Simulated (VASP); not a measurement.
# CdS (F-43m) in VASP: notebook

The runs below take CdS through single point, with PBE.

All numbers are computed with VASP 6.6.1; they aren't measurements. Logs are shortened: lines on timing, memory, paths and dates and some standing lists are left out, and cuts for length are marked.

### Step 1. The cell of the first run

Symmetry: F-43m, No. 216, cubic system. The conventional cell has a = 5.878 Å, b = 5.878 Å, c = 5.878 Å, α = 90.00°, β = 90.00°, γ = 90.00°. Cd (site symmetry -43m) has 4 S at 2.55 Å within 3.4 Å. S (site symmetry -43m) has 4 Cd at 2.55 Å within 3.4 Å.

### Step 2. Single point, PBE

File INCAR:

```
PREC = Accurate ; ENCUT = 520
EDIFF = 1E-7 ; ISMEAR = 0
SIGMA = 0.01 ; LREAL = False
LASPH = True ; NELM = 100
ALGO = Normal ; ISIF = 2
LWAVE = False ; LCHARG = False
GGA = PE ; NBANDS = 16
```

File KPOINTS:

```
Automatic mesh
0
Gamma
  4 4 4
```

File POSCAR:

```
CdS
1.0
    0.0000000000      2.9392148365      2.9392148365
    2.9392148365      0.0000000000      2.9392148365
    2.9392148365      2.9392148365      0.0000000000
Cd S
1 1
Direct
    0.0000000000      0.0000000000      0.0000000000
    0.2500000000      0.2500000000      0.2500000000
```

Potentials or basis: VASP PAW PBE potentials, release 64 (Cd, S).

The run is started by

```
$ cat potpaw_PBE.64/Cd/POTCAR potpaw_PBE.64/S/POTCAR > POTCAR
$ mpirun -np 1 vasp_std > vasp.out
```

OUTCAR:

```text
PREC = Accurate
   ENCUT = 520
   EDIFF = 1E-7
   ISMEAR = 0
   LREAL = False
   LASPH = True
   NELM = 100
   ISIF = 2
   GGA = PE

 ion  position               nearest neighbor table
   1  0.000  0.000  0.000-   2 2.55   2 2.55   2 2.55   2 2.55
   2  0.250  0.250  0.250-   1 2.55   1 2.55   1 2.55   1 2.55

  LATTYP: Found a face centered cubic cell.
 ALAT       =     5.8784296730

  Lattice vectors:

 A1 = (   0.0000000000,   2.9392148365,   2.9392148365)
 A2 = (   2.9392148365,   0.0000000000,   2.9392148365)
 A3 = (   2.9392148365,   2.9392148365,   0.0000000000)

Analysis of symmetry for initial positions (statically):
=====================================================================
 Subroutine PRICEL returns:
 Original cell was already a primitive cell.

 Routine SETGRP: Setting up the symmetry group for a
 face centered cubic supercell.

 Subroutine GETGRP returns: Found 24 space group operations
 (whereof 24 operations were pure point group operations)
 out of a pool of 48 trial point group operations.

The static configuration has the point symmetry T_d .

Analysis of symmetry for dynamics (positions and initial velocities):
=====================================================================
 Subroutine PRICEL returns:
 Original cell was already a primitive cell.

 Routine SETGRP: Setting up the symmetry group for a
 face centered cubic supercell.

 Subroutine GETGRP returns: Found 24 space group operations
 (whereof 24 operations were pure point group operations)
 out of a pool of 48 trial point group operations.

The dynamic configuration has the point symmetry T_d .

 Subroutine INISYM returns: Found 24 space group operations
 (whereof 24 operations are pure point group operations),
 and found     1 'primitive' translations

----------------------------------------------------------------------------------------

                                     Primitive cell

  volume of cell :      50.7837

  direct lattice vectors                    reciprocal lattice vectors
     0.000000000  2.939214837  2.939214837    -0.170113458  0.170113458  0.170113458
     2.939214837  0.000000000  2.939214837     0.170113458 -0.170113458  0.170113458
     2.939214837  2.939214837  0.000000000     0.170113458  0.170113458 -0.170113458

  length of vectors
     4.156677485  4.156677485  4.156677485     0.294645153  0.294645153  0.294645153
[... 62 lines left out ...]
   ENCUT  =  520.0 eV  38.22 Ry    6.18 a.u.   7.73  7.73  7.73*2*pi/ulx,y,z
   NELM   =    100;   NELMIN=  2; NELMDL= -5     # of ELM steps
   EDIFF  = 0.1E-06   stopping-criterion for ELM
   LREAL  =      F    real-space projection
   EDIFFG = 0.1E-05   stopping-criterion for IOM
   NSW    =      0    number of steps for IOM
   IBRION =     -1    ionic relax: 0-MD 1-quasi-New 2-CG
   NFREE  =      0    steps in history (QN), initial steepest desc. (CG)
   ISIF   =      2    stress and relaxation
   ISYM   =      2    0-nonsym 1-usesym 2-fastsym
   POTIM  = 0.5000    time-step for ionic-motion
   TEBEG  =    0.0;   TEEND  =   0.0 temperature during run
   PSTRESS=    0.0 pullay stress
   NELECT =      18.0000    total number of electrons
   NUPDOWN=      -1.0000    fix difference up-down
   EMIN   =  10.00;   EMAX   =-10.00  energy-range for DOS
   EFERMI =   0.00;   METHOD = LEGACY
   ISMEAR =     0;   SIGMA  =   0.01  broadening in eV -4-tet -1-fermi 0-gaus
   EFERMI_NEDOS =   21; number of points for ismear=-14 and -15
   IALGO  =     38    algorithm
   IMIX   =      4    mixing-type and parameters
     AMIX     =   0.40;   BMIX     =  1.00
     AMIX_MAG =   1.60;   BMIX_MAG =  1.00
  volume/ion in A,a.u.               =      25.39       171.35
  Fermi-wavevector in a.u.,A,eV,Ry     =   1.158575  2.189390 18.263062  1.342297
  Thomas-Fermi vector in A             =   2.295176
   LORBIT       =      0    0 simple, 1 ext, 2 COOP (PROOUT), +10 PAW based schemes
   GGA     = PE    functional components
   LHFCALC =     F    Hartree Fock is set to
   AEXX    =    0.0000 exact exchange contribution
   IVDW    =     0    specifies the selected vdW correction
   LEPSILON=     F    determine dielectric tensor
   LRPA    =     F    only Hartree local field effects (RPA)
 non-spin polarized calculation
 Gauss-broadening in eV      SIGMA  =   0.01
  energy-cutoff  :      520.00
  volume of cell :       50.78
 maximum number of plane-waves:      1384
 NGX is ok and might be reduce to    32
   NGX = 15   NGY = 15   NGZ = 15

 number of electron      18.0000005 magnetization

 Free energy of the ion-electron system (eV)
  ---------------------------------------------------
  ext. energy  EPLUGINS =         0.00000000
  ---------------------------------------------------
  free energy    TOTEN  =        -6.10703676 eV

  energy without entropy =       -6.10703676  energy(sigma->0) =       -6.10703676

 E-fermi :   1.2499     XC(G=0):  -9.0319

 val. band max:        1.1403419663   @ k =   0.0000   0.0000   0.0000
 cond. band min:       2.2271820357   @ k =   0.0000   0.0000   0.0000
 fundamental gap:      1.0868400694
 Fermi energy:         1.2499286061

 k-point     1 :       0.0000    0.0000    0.0000
  band No.  band energies     occupation
      1     -11.0867      2.00000
      2      -6.5277      2.00000
      3      -6.5277      2.00000
      4      -6.5277      2.00000
      5      -6.0815      2.00000
      6      -6.0815      2.00000
[... 129 lines left out ...]
      3      -6.2930      2.00000
      4      -6.1177      2.00000
      5      -6.0730      2.00000
      6      -5.4852      2.00000
[... 8 lines left out ...]
     15      14.2639      0.00000
     16      14.3833      0.00000

------------------------ aborting loop because EDIFF is reached ----------------------------------------

  FORCE on cell =-STRESS in cart. coord.  units (eV):
  Direction    XX          YY          ZZ          XY          YZ          ZX
  --------------------------------------------------------------------------------------
  -------------------------------------------------------------------------------------
  Total        0.5896307      0.5896307      0.5896307      0.0000000      0.0000000     -0.0000000
  in kB       18.6023019     18.6023019     18.6023019      0.0000000      0.0000000     -0.0000000
  external PRESSURE =      18.6023019 kB  Pullay stress =       0.0000000 kB

 VOLUME and BASIS-vectors are now :
 -----------------------------------------------------------------------------
  energy-cutoff  :      520.00
  volume of cell :       50.78
      direct lattice vectors                 reciprocal lattice vectors
     0.000000000  2.939214837  2.939214837    -0.170113458  0.170113458  0.170113458
     2.939214837  0.000000000  2.939214837     0.170113458 -0.170113458  0.170113458
     2.939214837  2.939214837  0.000000000     0.170113458  0.170113458 -0.170113458

 POSITION                                       TOTAL-FORCE (eV/Angst)
 -----------------------------------------------------------------------------------
      0.00000      0.00000      0.00000         0.000000      0.000000      0.000000
      1.46961      1.46961      1.46961        -0.000000     -0.000000     -0.000000
 -----------------------------------------------------------------------------------
    total drift:                               -0.000000     -0.000000     -0.000000

  FREE ENERGIE OF THE ION-ELECTRON SYSTEM (eV)
  ---------------------------------------------------
  free  energy   TOTEN  =        -6.1070367570 eV

  energy  without entropy=       -6.1070367570  energy(sigma->0) =       -6.10703676
```

OSZICAR:

```text
N       E                     dE             d eps       ncg     rms          rms(c)
DAV:   1     0.102815353202E+03    0.10282E+03   -0.89699E+03   256   0.102E+03
DAV:   2    -0.263597124513E+01   -0.10545E+03   -0.99432E+02   280   0.246E+02
DAV:   3    -0.664494879622E+01   -0.40090E+01   -0.39981E+01   344   0.508E+01
DAV:   4    -0.666948674152E+01   -0.24538E-01   -0.24535E-01   296   0.373E+00
DAV:   5    -0.666984501195E+01   -0.35827E-03   -0.35827E-03   344   0.425E-01    0.771E+00
DAV:   6    -0.612650084869E+01    0.54334E+00   -0.84896E-01   360   0.114E+01    0.628E+00
DAV:   7    -0.610633407854E+01    0.20167E-01   -0.20151E-01   304   0.306E+00    0.308E+00
DAV:   8    -0.610686377789E+01   -0.52970E-03   -0.18793E-02   288   0.171E+00    0.297E-01
DAV:   9    -0.610681540914E+01    0.48369E-04   -0.23258E-03   296   0.697E-01    0.609E-02
DAV:  10    -0.610694916166E+01   -0.13375E-03   -0.27121E-04   288   0.173E-01    0.719E-02
DAV:  11    -0.610704588185E+01   -0.96720E-04   -0.16295E-04   264   0.101E-01    0.255E-02
DAV:  12    -0.610703566873E+01    0.10213E-04   -0.29828E-05   376   0.707E-02    0.109E-02
DAV:  13    -0.610703707919E+01   -0.14105E-05   -0.45082E-06   280   0.123E-02    0.936E-03
DAV:  14    -0.610703678238E+01    0.29681E-06   -0.35099E-07   312   0.376E-03    0.552E-03
DAV:  15    -0.610703675697E+01    0.25409E-07   -0.44744E-08   264   0.134E-03
   1 F= -.61070368E+01 E0= -.61070368E+01  d E =-.184866E-55
```

It took 5.6 s on 1 thread of Intel Xeon Platinum 8559C (Emerald Rapids), shared host; peak memory 0.17 GiB.

What came out:

```
Free energy            : -6.1070 eV
Pressure               : 1.9 GPa
Band gap on the k mesh : 1.09 eV, direct
```

Caveat: the k points lie up to 0.46 Å⁻¹ apart.

### Step 3. Single point, PBE (strain +1.0%)

File INCAR:

```
SYSTEM = CdS
PREC = Accurate
ENCUT = 520
EDIFF = 1E-7
ISMEAR = 0
SIGMA = 0.01
LREAL = .False.
LASPH = .True.
NELM = 100
ALGO = Normal
ISIF = 2
LWAVE = .False.
LCHARG = .False.
GGA = PE
NBANDS = 16
```

File KPOINTS:

```
Automatic mesh
0
Gamma
  4 4 4
  0 0 0
```

File POSCAR:

```
CdS
1.0
    0.0000000000      2.9686069849      2.9686069849
    2.9686069849      0.0000000000      2.9686069849
    2.9686069849      2.9686069849      0.0000000000
Cd S
1 1
Direct
    0.0000000000      0.0000000000      0.0000000000
    0.2500000000      0.2500000000      0.2500000000
```

Potentials or basis: VASP PAW PBE potentials, release 64 (Cd, S).

The run is started by

```
$ cat potpaw_PBE.64/Cd/POTCAR potpaw_PBE.64/S/POTCAR > POTCAR
$ mpirun -np 1 vasp_std > vasp.out
```

OUTCAR:

```text
SYSTEM = CdS
   PREC = Accurate
   ENCUT = 520
   EDIFF = 1E-7
   ISMEAR = 0
   LREAL = .False.
   LASPH = .True.
   NELM = 100
   ISIF = 2
   GGA = PE

 ion  position               nearest neighbor table
   1  0.000  0.000  0.000-   2 2.57   2 2.57   2 2.57   2 2.57
   2  0.250  0.250  0.250-   1 2.57   1 2.57   1 2.57   1 2.57

  LATTYP: Found a face centered cubic cell.
 ALAT       =     5.9372139698

  Lattice vectors:

 A1 = (   0.0000000000,   2.9686069849,   2.9686069849)
 A2 = (   2.9686069849,   0.0000000000,   2.9686069849)
 A3 = (   2.9686069849,   2.9686069849,   0.0000000000)

Analysis of symmetry for initial positions (statically):
=====================================================================
 Subroutine PRICEL returns:
 Original cell was already a primitive cell.

 Routine SETGRP: Setting up the symmetry group for a
 face centered cubic supercell.

 Subroutine GETGRP returns: Found 24 space group operations
 (whereof 24 operations were pure point group operations)
 out of a pool of 48 trial point group operations.

The static configuration has the point symmetry T_d .

Analysis of symmetry for dynamics (positions and initial velocities):
=====================================================================
 Subroutine PRICEL returns:
 Original cell was already a primitive cell.

 Routine SETGRP: Setting up the symmetry group for a
 face centered cubic supercell.

 Subroutine GETGRP returns: Found 24 space group operations
 (whereof 24 operations were pure point group operations)
 out of a pool of 48 trial point group operations.

The dynamic configuration has the point symmetry T_d .

 Subroutine INISYM returns: Found 24 space group operations
 (whereof 24 operations are pure point group operations),
 and found     1 'primitive' translations

----------------------------------------------------------------------------------------

                                     Primitive cell

  volume of cell :      52.3225

  direct lattice vectors                    reciprocal lattice vectors
     0.000000000  2.968606985  2.968606985    -0.168429166  0.168429166  0.168429166
     2.968606985  0.000000000  2.968606985     0.168429166 -0.168429166  0.168429166
     2.968606985  2.968606985  0.000000000     0.168429166  0.168429166 -0.168429166

  length of vectors
     4.198244259  4.198244259  4.198244259     0.291727874  0.291727874  0.291727874

  position of ions in fractional coordinates (direct lattice)
     0.000000000  0.000000000  0.000000000
     0.250000000  0.250000000  0.250000000

  ion indices of the primitive-cell ions
   primitive index   ion index
                 1           1
                 2           2

----------------------------------------------------------------------------------------

 KPOINTS: Automatic mesh

Automatic generation of k-mesh.
 Grid dimensions read from file:
 generate k-points for:    4    4    4

 Generating k-lattice:

  Cartesian coordinates                     Fractional coordinates (reciprocal lattice)
    -0.042107292  0.042107292  0.042107292     0.250000000  0.000000000  0.000000000
     0.042107292 -0.042107292  0.042107292     0.000000000  0.250000000  0.000000000
     0.042107292  0.042107292 -0.042107292     0.000000000  0.000000000  0.250000000

  Length of vectors
     0.072931968  0.072931968  0.072931968

  Shift w.r.t. Gamma in fractional coordinates (k-lattice)
     0.000000000  0.000000000  0.000000000

 Subroutine IBZKPT returns following result:
 ===========================================

 Found      8 irreducible k-points:

 Following reciprocal coordinates:
            Coordinates               Weight
  0.000000  0.000000  0.000000      1.000000
  0.250000  0.000000  0.000000      8.000000
  0.500000  0.000000  0.000000      4.000000
  0.250000  0.250000  0.000000      6.000000
  0.500000  0.250000  0.000000     24.000000
 -0.250000  0.250000  0.000000     12.000000
  0.500000  0.500000  0.000000      3.000000
 -0.250000  0.500000  0.250000      6.000000
   k-points           NKPTS =      8   k-points in BZ     NKDIM =      8   number of bands    NBANDS=     16
   number of dos      NEDOS =    301   number of ions     NIONS =      2
   total plane-waves  NPLWV =  32768
   dimension x,y,z NGX =    32 NGY =   32 NGZ =   32
   dimension x,y,z NGXF=    64 NGYF=   64 NGZF=   64
   ions per type =               1   1
   NGX,Y,Z   is equivalent  to a cutoff of  12.67, 12.67, 12.67 a.u.
   NGXF,Y,Z  is equivalent  to a cutoff of  25.34, 25.34, 25.34 a.u.
 SYSTEM =  CdS
   PREC   = accura    normal or accurate (medium, high low for compatibility)
   ISTART =      0    job   : 0-new  1-cont  2-samecut
   ICHARG =      2    charge: 1-file 2-atom 10-const
   ISPIN  =      1    spin polarized calculation?
   LNONCOLLINEAR =      F non collinear calculations
   LSORBIT =      F    spin-orbit coupling
   LASPH  =      T    aspherical Exc in radial PAW
   ENCUT  =  520.0 eV  38.22 Ry    6.18 a.u.   7.81  7.81  7.81*2*pi/ulx,y,z
   NELM   =    100;   NELMIN=  2; NELMDL= -5     # of ELM steps
   EDIFF  = 0.1E-06   stopping-criterion for ELM
   LREAL  =      F    real-space projection
   EDIFFG = 0.1E-05   stopping-criterion for IOM
   NSW    =      0    number of steps for IOM
   IBRION =     -1    ionic relax: 0-MD 1-quasi-New 2-CG
   NFREE  =      0    steps in history (QN), initial steepest desc. (CG)
   ISIF   =      2    stress and relaxation
   ISYM   =      2    0-nonsym 1-usesym 2-fastsym
   POTIM  = 0.5000    time-step for ionic-motion
   TEBEG  =    0.0;   TEEND  =   0.0 temperature during run
   PSTRESS=    0.0 pullay stress
   NELECT =      18.0000    total number of electrons
   NUPDOWN=      -1.0000    fix difference up-down
   EMIN   =  10.00;   EMAX   =-10.00  energy-range for DOS
   EFERMI =   0.00;   METHOD = LEGACY
   ISMEAR =     0;   SIGMA  =   0.01  broadening in eV -4-tet -1-fermi 0-gaus
   EFERMI_NEDOS =   21; number of points for ismear=-14 and -15
   IALGO  =     38    algorithm
   IMIX   =      4    mixing-type and parameters
     AMIX     =   0.40;   BMIX     =  1.00
     AMIX_MAG =   1.60;   BMIX_MAG =  1.00
  volume/ion in A,a.u.               =      26.16       176.54
  Fermi-wavevector in a.u.,A,eV,Ry     =   1.147104  2.167713 17.903207  1.315849
  Thomas-Fermi vector in A             =   2.283786
   LORBIT       =      0    0 simple, 1 ext, 2 COOP (PROOUT), +10 PAW based schemes
   GGA     = PE    functional components
   LHFCALC =     F    Hartree Fock is set to
   AEXX    =    0.0000 exact exchange contribution
   IVDW    =     0    specifies the selected vdW correction
   LEPSILON=     F    determine dielectric tensor
   LRPA    =     F    only Hartree local field effects (RPA)
 non-spin polarized calculation
 Gauss-broadening in eV      SIGMA  =   0.01
  energy-cutoff  :      520.00
  volume of cell :       52.32
 maximum number of plane-waves:      1424
   NGX = 15   NGY = 15   NGZ = 15

 number of electron      18.0000000 magnetization

 Free energy of the ion-electron system (eV)
  ---------------------------------------------------
  ext. energy  EPLUGINS =         0.00000000
  ---------------------------------------------------
  free energy    TOTEN  =        -6.11658395 eV

  energy without entropy =       -6.11658395  energy(sigma->0) =       -6.11658395

 E-fermi :   1.0106     XC(G=0):  -8.8943

 val. band max:        0.8971026200   @ k =   0.0000   0.0000   0.0000
 cond. band min:       1.9166204664   @ k =   0.0000   0.0000   0.0000
 fundamental gap:      1.0195178464
 Fermi energy:         1.0106225532

 k-point     1 :       0.0000    0.0000    0.0000
  band No.  band energies     occupation
      1     -11.1587      2.00000
      2      -6.6769      2.00000
      3      -6.6769      2.00000
      4      -6.6769      2.00000
      5      -6.2686      2.00000
      6      -6.2686      2.00000
[... 8 lines left out ...]
     15      12.2820      0.00000
     16      12.2820      0.00000
[... 115 lines left out ...]
 k-point     8 :      -0.2500    0.5000    0.2500
  band No.  band energies     occupation
      1     -10.6653      2.00000
      2      -6.4713      2.00000
      3      -6.4626      2.00000
      4      -6.3016      2.00000
      5      -6.2592      2.00000
      6      -5.7172      2.00000
[... 8 lines left out ...]
     15      13.9067      0.00000
     16      14.0428      0.00000

------------------------ aborting loop because EDIFF is reached ----------------------------------------

  FORCE on cell =-STRESS in cart. coord.  units (eV):
  Direction    XX          YY          ZZ          XY          YZ          ZX
  --------------------------------------------------------------------------------------
  -------------------------------------------------------------------------------------
  Total        0.0435284      0.0435284      0.0435284     -0.0000000      0.0000000     -0.0000000
  in kB        1.3328915      1.3328915      1.3328915     -0.0000000      0.0000000     -0.0000000
  external PRESSURE =       1.3328915 kB  Pullay stress =       0.0000000 kB

 VOLUME and BASIS-vectors are now :
 -----------------------------------------------------------------------------
  energy-cutoff  :      520.00
  volume of cell :       52.32
      direct lattice vectors                 reciprocal lattice vectors
     0.000000000  2.968606985  2.968606985    -0.168429166  0.168429166  0.168429166
     2.968606985  0.000000000  2.968606985     0.168429166 -0.168429166  0.168429166
     2.968606985  2.968606985  0.000000000     0.168429166  0.168429166 -0.168429166

 POSITION                                       TOTAL-FORCE (eV/Angst)
 -----------------------------------------------------------------------------------
      0.00000      0.00000      0.00000         0.000000      0.000000      0.000000
      1.48430      1.48430      1.48430        -0.000000     -0.000000     -0.000000
 -----------------------------------------------------------------------------------
    total drift:                               -0.000000     -0.000000     -0.000000

  FREE ENERGIE OF THE ION-ELECTRON SYSTEM (eV)
  ---------------------------------------------------
  free  energy   TOTEN  =        -6.1165839488 eV

  energy  without entropy=       -6.1165839488  energy(sigma->0) =       -6.11658395
```

It took 5.3 s on 1 thread of Intel Xeon Platinum 8559C (Emerald Rapids), shared host; peak memory 0.17 GiB.

Results:

* Free energy: -6.1166 eV
* Pressure: 0.1 GPa
* Band gap on the k mesh: 1.02 eV, direct

Caveat: the k points lie up to 0.46 Å⁻¹ apart; the cell differs from its parent crystal (strain +1.0%).
